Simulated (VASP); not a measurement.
# LaSc2F (P6/mmm) in VASP: relaxation of cell and atoms with PBE

Aim: the relaxation of cell and atoms of LaSc2F with PBE.

Everything below comes from runs of VASP 6.6.1. Logs are shortened: lines on timing, memory, paths and dates and some standing lists are left out, and cuts for length are marked.

### Step 1. The cell of the first run

Symmetry: P6/mmm, No. 191, hexagonal system. The conventional cell has a = 5.607 Å, b = 5.607 Å, c = 4.442 Å, α = 90.00°, β = 90.00°, γ = 120.00°. Within 2.9 Å of La (site symmetry 6/mmm) lie 2 F at 2.22 Å. Within 4.5 Å of Sc (site symmetry -6m2) lie 5 Sc at 3.24 to 4.44 Å and 3 F at 3.24 Å and 6 La at 3.93 Å. F (site symmetry 6/mmm) has 2 La at 2.22 Å within 2.9 Å.

The cell was generated, and may not be a known phase.

### Step 2. Relaxation of cell and atoms, PBE

Contents of INCAR:

```
ALGO     = Normal         # electronic algorithm
EDIFF    = 1E-6           # SCF threshold, eV
EDIFFG   = -0.01          # ionic threshold
ENCUT    = 600            # plane-wave cutoff, eV
GGA      = PE             # functional
IBRION   = 2              # ionic algorithm
ISIF     = 3              # what is computed and relaxed
ISMEAR   = 0              # smearing method
LASPH    = T              # aspherical terms in the spheres
LCHARG   = F              # write CHGCAR
LREAL    = F              # projectors in reciprocal space
LWAVE    = F              # write WAVECAR
NELM     = 100            # most SCF steps
NSW      = 100            # ionic steps
PREC     = Accurate       # precision mode
SIGMA    = 0.1            # smearing width, eV
```

Contents of KPOINTS:

```
k-points
0
Gamma
  12 12 10
```

Contents of POSCAR:

```
LaSc2F
1.0
    5.6070644149      0.0000000000      0.0000000000
   -2.8035322075      4.8558602240      0.0000000000
    0.0000000000      0.0000000000      4.4418204919
La Sc F
1 2 1
Direct
    0.0000000000      0.0000000000      0.5000000000
    0.3333333333      0.6666666667      0.0000000000
    0.6666666667      0.3333333333      0.0000000000
    0.0000000000      0.0000000000      0.0000000000
```

Potentials or basis: VASP PAW PBE potentials, release 64 (La, Sc_sv, F).

Command:

```sh
$ cat potpaw_PBE.64/La/POTCAR potpaw_PBE.64/Sc_sv/POTCAR potpaw_PBE.64/F/POTCAR > POTCAR
$ mpirun -np 1 vasp_std > vasp.out
```

OUTCAR:

```text
EDIFF = 1E-6
   EDIFFG = -0.01
   ENCUT = 600
   GGA = PE
   IBRION = 2
   ISIF = 3
   ISMEAR = 0
   LASPH = T
   LREAL = F
   NELM = 100
   NSW = 100
   PREC = Accurate

 ion  position               nearest neighbor table
   1  0.000  0.000  0.500-   4 2.22   4 2.22
   2  0.333  0.667  0.000-   3 3.24   3 3.24   3 3.24
   3  0.667  0.333  0.000-   2 3.24   2 3.24   2 3.24
   4  0.000  0.000  0.000-   1 2.22   1 2.22

  LATTYP: Found a hexagonal cell.
 ALAT       =     5.6070644149
 C/A-ratio  =     0.7921828899

  Lattice vectors:

 A1 = (   5.6070644149,   0.0000000000,   0.0000000000)
 A2 = (  -2.8035322075,   4.8558602240,   0.0000000000)
 A3 = (   0.0000000000,   0.0000000000,   4.4418204919)

Analysis of symmetry for initial positions (statically):
=====================================================================
 Subroutine PRICEL returns:
 Original cell was already a primitive cell.

 Routine SETGRP: Setting up the symmetry group for a
 hexagonal supercell.

 Subroutine GETGRP returns: Found 24 space group operations
 (whereof 24 operations were pure point group operations)
 out of a pool of 24 trial point group operations.

The static configuration has the point symmetry D_6h.

Analysis of symmetry for dynamics (positions and initial velocities):
=====================================================================
 Subroutine PRICEL returns:
 Original cell was already a primitive cell.

 Routine SETGRP: Setting up the symmetry group for a
 hexagonal supercell.

 Subroutine GETGRP returns: Found 24 space group operations
 (whereof 24 operations were pure point group operations)
 out of a pool of 24 trial point group operations.

The dynamic configuration has the point symmetry D_6h.

 Subroutine INISYM returns: Found 24 space group operations
 (whereof 24 operations are pure point group operations),
 and found     1 'primitive' translations

----------------------------------------------------------------------------------------

                                     Primitive cell

  volume of cell :     120.9380

  direct lattice vectors                    reciprocal lattice vectors
     5.607064415  0.000000000  0.000000000     0.178346444  0.102968367  0.000000000
    -2.803532207  4.855860224  0.000000000     0.000000000  0.205936735  0.000000000
     0.000000000  0.000000000  4.441820492     0.000000000  0.000000000  0.225132916

  length of vectors
     5.607064415  5.607064415  4.441820492     0.205936735  0.205936735  0.225132916

  position of ions in fractional coordinates (direct lattice)
     0.000000000  0.000000000  0.500000000
     0.333333333  0.666666667  0.000000000
     0.666666667  0.333333333  0.000000000
     0.000000000  0.000000000  0.000000000

  ion indices of the primitive-cell ions
   primitive index   ion index
                 1           1
                 2           2
                 3           3
                 4           4

----------------------------------------------------------------------------------------

 KPOINTS: k-points

Automatic generation of k-mesh.
 Grid dimensions read from file:
 generate k-points for:   12   12   10

 Generating k-lattice:

  Cartesian coordinates                     Fractional coordinates (reciprocal lattice)
     0.014862204  0.008580697  0.000000000     0.083333333  0.000000000  0.000000000
     0.000000000  0.017161395  0.000000000     0.000000000  0.083333333  0.000000000
     0.000000000  0.000000000  0.022513292     0.000000000  0.000000000  0.100000000

  Length of vectors
     0.017161395  0.017161395  0.022513292

  Shift w.r.t. Gamma in fractional coordinates (k-lattice)
     0.000000000  0.000000000  0.000000000

 Subroutine IBZKPT returns following result:
 ===========================================

 Found    114 irreducible k-points:

 Following reciprocal coordinates:
            Coordinates               Weight
  0.000000  0.000000  0.000000      1.000000
  0.083333  0.000000  0.000000      6.000000
  0.166667  0.000000  0.000000      6.000000
  0.250000  0.000000  0.000000      6.000000
  0.333333  0.000000  0.000000      6.000000
  0.416667  0.000000  0.000000      6.000000
[... 16 lines left out ...]
  0.250000  0.000000  0.100000     12.000000
  0.333333  0.000000  0.100000     12.000000
 [... further k-points ...]
   k-points           NKPTS =    114   k-points in BZ     NKDIM =    114   number of bands    NBANDS=     24
   number of dos      NEDOS =    301   number of ions     NIONS =      4
   total plane-waves  NPLWV =  82944
   dimension x,y,z NGX =    48 NGY =   48 NGZ =   36
   dimension x,y,z NGXF=    96 NGYF=   96 NGZF=   72
   ions per type =               1   2   1
   NGX,Y,Z   is equivalent  to a cutoff of  14.23, 14.23, 13.47 a.u.
   NGXF,Y,Z  is equivalent  to a cutoff of  28.46, 28.46, 26.95 a.u.
 SYSTEM =  unknown system
   PREC   = accura    normal or accurate (medium, high low for compatibility)
   ISTART =      0    job   : 0-new  1-cont  2-samecut
   ICHARG =      2    charge: 1-file 2-atom 10-const
   ISPIN  =      1    spin polarized calculation?
   LNONCOLLINEAR =      F non collinear calculations
   LSORBIT =      F    spin-orbit coupling
   LASPH  =      T    aspherical Exc in radial PAW
   ENCUT  =  600.0 eV  44.10 Ry    6.64 a.u.  11.20 11.20  8.87*2*pi/ulx,y,z
   NELM   =    100;   NELMIN=  2; NELMDL= -5     # of ELM steps
   EDIFF  = 0.1E-05   stopping-criterion for ELM
   LREAL  =      F    real-space projection
   EDIFFG = -.1E-01   stopping-criterion for IOM
   NSW    =    100    number of steps for IOM
   IBRION =      2    ionic relax: 0-MD 1-quasi-New 2-CG
   NFREE  =      1    steps in history (QN), initial steepest desc. (CG)
   ISIF   =      3    stress and relaxation
   ISYM   =      2    0-nonsym 1-usesym 2-fastsym
   POTIM  = 0.5000    time-step for ionic-motion
   TEBEG  =    0.0;   TEEND  =   0.0 temperature during run
   PSTRESS=    0.0 pullay stress
   NELECT =      40.0000    total number of electrons
   NUPDOWN=      -1.0000    fix difference up-down
   EMIN   =  10.00;   EMAX   =-10.00  energy-range for DOS
   EFERMI =   0.00;   METHOD = LEGACY
   ISMEAR =     0;   SIGMA  =   0.10  broadening in eV -4-tet -1-fermi 0-gaus
   EFERMI_NEDOS =   21; number of points for ismear=-14 and -15
   IALGO  =     38    algorithm
   IMIX   =      4    mixing-type and parameters
     AMIX     =   0.40;   BMIX     =  1.00
     AMIX_MAG =   1.60;   BMIX_MAG =  1.00
  volume/ion in A,a.u.               =      30.23       204.03
  Fermi-wavevector in a.u.,A,eV,Ry     =   1.132159  2.139469 17.439716  1.281783
  Thomas-Fermi vector in A             =   2.268859
   LORBIT       =      0    0 simple, 1 ext, 2 COOP (PROOUT), +10 PAW based schemes
   GGA     = PE    functional components
   LHFCALC =     F    Hartree Fock is set to
   AEXX    =    0.0000 exact exchange contribution
   IVDW    =     0    specifies the selected vdW correction
   LEPSILON=     F    determine dielectric tensor
   LRPA    =     F    only Hartree local field effects (RPA)
 conjugate gradient relaxation of ions
 non-spin polarized calculation
 Gauss-broadening in eV      SIGMA  =   0.10
  energy-cutoff  :      600.00
  volume of cell :      120.94
 maximum number of plane-waves:      4086
 NGX is ok and might be reduce to    48
   NGX = 23   NGY = 23   NGZ = 17

--------------------------------------- Ionic step        1  -------------------------------------------

 number of electron      40.0000004 magnetization

 Free energy of the ion-electron system (eV)
  ---------------------------------------------------
  ext. energy  EPLUGINS =         0.00000000
  ---------------------------------------------------
  free energy    TOTEN  =       -21.34151180 eV

  energy without entropy =      -21.30412910  energy(sigma->0) =      -21.32282045

------------------------ aborting loop because EDIFF is reached ----------------------------------------

  FORCE on cell =-STRESS in cart. coord.  units (eV):
  Direction    XX          YY          ZZ          XY          YZ          ZX
  --------------------------------------------------------------------------------------
  -------------------------------------------------------------------------------------
  Total       -0.1755944     -0.1755944      0.1011165      0.0000000      0.0000000      0.0000000
  in kB       -2.3262613     -2.3262613      1.3395832      0.0000000      0.0000000      0.0000000
  external PRESSURE =      -1.1043131 kB  Pullay stress =       0.0000000 kB
[... 175 lines left out ...]
  energy  without entropy=      -21.3049958263  energy(sigma->0) =      -21.32380466

--------------------------------------- Ionic step        6  -------------------------------------------

 number of electron      40.0000003 magnetization

 Free energy of the ion-electron system (eV)
  ---------------------------------------------------
  ext. energy  EPLUGINS =         0.00000000
  ---------------------------------------------------
  free energy    TOTEN  =       -21.34261851 eV

  energy without entropy =      -21.30498412  energy(sigma->0) =      -21.32380131

 E-fermi :   4.0519     XC(G=0):  -8.7881

 val. band max:        4.0508528980   @ k =   0.4167   0.1667   0.1000
 cond. band min:       4.0542569304   @ k =   0.3333   0.0000   0.0000
 fundamental gap:      0.0034040324
 Fermi energy:         4.0519292940

 k-point     1 :       0.0000    0.0000    0.0000
  band No.  band energies     occupation
      1     -46.1549      2.00000
      2     -46.1207      2.00000
      3     -29.4265      2.00000
      4     -24.8232      2.00000
      5     -24.8232      2.00000
      6     -24.8095      2.00000
[... 637 lines left out ...]
     23       4.5067      0.00000
     24       4.9812      0.00000

 [... further k-points ...]
[... 5 lines left out ...]
  --------------------------------------------------------------------------------------
  -------------------------------------------------------------------------------------
  Total       -0.0243403     -0.0243403     -0.0367649      0.0000000     -0.0000000      0.0000000
  in kB       -0.3248530     -0.3248530     -0.4906744      0.0000000     -0.0000000      0.0000000
  external PRESSURE =      -0.3801268 kB  Pullay stress =       0.0000000 kB
[... 19 lines left out ...]
  FREE ENERGIE OF THE ION-ELECTRON SYSTEM (eV)
  ---------------------------------------------------
  free  energy   TOTEN  =       -21.3426185104 eV

  energy  without entropy=      -21.3049841172  energy(sigma->0) =      -21.32380131

 reached required accuracy - stopping structural energy minimisation
```

It took 48 min on 1 thread of Intel Xeon 8259CL, shared host; peak memory 0.66 GiB.

What came out:

```
Free energy                           : -21.3426 eV
Relaxed volume                        : 30.01 Å³/atom
Relaxed cell                          : a = 5.578 Å, b = 5.578 Å, c = 4.455 Å, α = 90.00°, β = 90.00°, γ = 120.00°
Space group after relaxing (to 0.1 Å) : P6/mmm (No. 191)
Energy gained by relaxing             : 0.3 meV/atom
Ionic steps                           : 6
Pressure after relaxing               : 0.0 GPa
Band gap on the k mesh                : zero (bands 20 and 21 overlap by 0.55 eV)
```

The path:
```tsv
step	energy change (eV)	largest force (eV/Å)	pressure (GPa)	volume (Å³)
1	0.0000	0.0000	-0.11	120.94
2	-0.0007	0.0000	-0.09	120.57
3	-0.0011	0.0000	-0.04	119.97
4	-0.0011	0.0000	-0.04	120.02
5	-0.0011	0.0000	-0.04	120.09
6	-0.0011	0.0000	-0.04	120.05
```

Final structure:
```xyz
4
Lattice="5.5781 0.0000 0.0000 -2.7890 4.8307 0.0000 0.0000 0.0000 4.4551" Properties=species:S:1:pos:R:3 pbc="T T T"
La    0.0000    0.0000    2.2275
Sc    0.0000    3.2205    0.0000
Sc    2.7890    1.6102    0.0000
F     0.0000    0.0000    0.0000
```

Caveat: spin-orbit coupling is left out, which moves the levels of the heavy elements.
